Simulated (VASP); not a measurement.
Wanted: the native input for a VASP 6.6.1 run.

```
Task                   : single point
Functional             : PBE
Potentials or basis    : VASP PAW PBE potentials, release 64 (Si, O)
Cutoff                 : 520 eV
k mesh                 : 3 × 3 × 3
Occupations            : fermi-dirac, width 0.05 eV
Spin                   : no spin polarisation
Dipole correction      : no
Further INCAR settings : LREAL = Auto; ALGO = Normal; EDIFF = 1e-06; NBANDS = 84
```

The structure of Si9O16 (a cell with a defect) lies in POSCAR:

```
Si9O16
1.0
   -4.1180000000     -4.1180000000      0.0000000000
    4.1180000000     -4.1180000000      0.0000000000
    0.0000000000      0.0000000000      5.2980000000
Si O
9 16
Direct
    0.4976790918      0.4728240651      0.0062440544
   -0.0185860855      0.5122038611      0.2371953567
    0.5423220010      0.6179213210      0.5125332201
   -0.0076999757      0.5010812288      0.7469001510
   -0.0120104420      0.0037450219      0.0014428086
    0.4954042011     -0.0192750121      0.2396506229
    0.0138201797      0.0098184798      0.5041630804
    0.5001707139     -0.0106520155      0.7691991317
    0.3411896552      0.3273404565      0.5273257833
    0.1926504371      0.4903629189     -0.0102918082
   -0.0144469403      0.2027228023      0.2493284258
    0.8001278533      0.4989911365     -0.0012070593
   -0.0085475959      0.8134932006      0.2430890902
    0.1522547353      0.5480815930      0.4770751227
   -0.0424968431      0.1963273434      0.7572525481
    0.7959917436      0.5039966003      0.4968080408
   -0.0081985187      0.8068651044      0.7545939977
    0.6963810102     -0.0152224381      0.0145296338
    0.5021284604      0.6867457504      0.2177489619
    0.2896762992     -0.0070886353     -0.0015092488
    0.4859065080      0.2704300631      0.2412382031
    0.6888054881     -0.0415019427      0.5024967912
    0.5108466489      0.6996276105      0.8010100038
    0.3193830743     -0.0798733609      0.5006864855
    0.5399364983      0.2696276105      0.7896747829
```

These files were run (other wordings do the same):

INCAR

```
PREC     = Accurate       # precision mode
ENCUT    = 520            # plane-wave cutoff, eV
EDIFF    = 1E-6           # SCF threshold, eV
ISMEAR   = -1             # smearing method
SIGMA    = 0.05           # smearing width, eV
LREAL    = Auto         
LASPH    = T              # aspherical terms in the spheres
NELM     = 80             # most SCF steps
ALGO     = Normal         # electronic algorithm
ISIF     = 2              # what is computed and relaxed
LWAVE    = F              # write WAVECAR
LCHARG   = F              # write CHGCAR
GGA      = PE             # functional
NBANDS   = 84             # bands
```

KPOINTS

```
regular mesh
0
Gamma
  3 3 3
```

Potentials or basis: VASP PAW PBE potentials, release 64 (Si, O).

Launch:

```console
$ cat potpaw_PBE.64/Si/POTCAR potpaw_PBE.64/O/POTCAR > POTCAR
$ mpirun -np 1 vasp_std > vasp.out
```

Results of the run:

```yaml
Pressure: 63.6 GPa
Largest_force: 0.939 eV/Å
Band_gap_on_the_k_mesh: 2.05 eV
```

It took 5.5 min on 1 thread of AMD EPYC 7R43 64-Core Processor (Zen 3), on a shared host, peak memory 0.3 GiB.
